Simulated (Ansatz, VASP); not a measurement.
CuI in VASP and in Ansatz

```xyz
4
Lattice="4.1286 0.0000 0.0000 -2.0643 3.5755 0.0000 0.0000 0.0000 7.4781" Properties=species:S:1:pos:R:3 pbc="T T T"
Cu    2.0643    1.1918    4.4117
Cu    0.0000    2.3837    3.0664
I     0.0000    2.3837    5.6441
I     2.0643    1.1918    1.8340
```

Alike in both runs: task single point; functional PBEsol; k mesh 6 × 6 × 4; no spin polarisation.

|  | VASP | Ansatz |
| --- | --- | --- |
| version | VASP 6.6.1 | Ansatz 0.2.0 |
| potentials or method | VASP PAW PBE potentials, release 64 (Cu, I), cutoff 520 eV | plane waves, PAW |
| occupations | gaussian, width 0.01 eV | fixed |
| valence electrons in the cell | 36 | 72 |

Ansatz gave:

* gap on the k mesh at the Fermi level (eV): 1.56

Problem. Which values does VASP return?

Solution. gap on the k mesh at the Fermi level (eV): 1.57.

VASP's potentials were made for PBE, not for PBEsol. VASP's potentials hold 36 valence electrons a cell and Ansatz's 72, so a difference there can come from the potentials and not from the codes. Ansatz's warnings: settled levels scf threshold loose.

Neither program's run includes spin-orbit coupling.
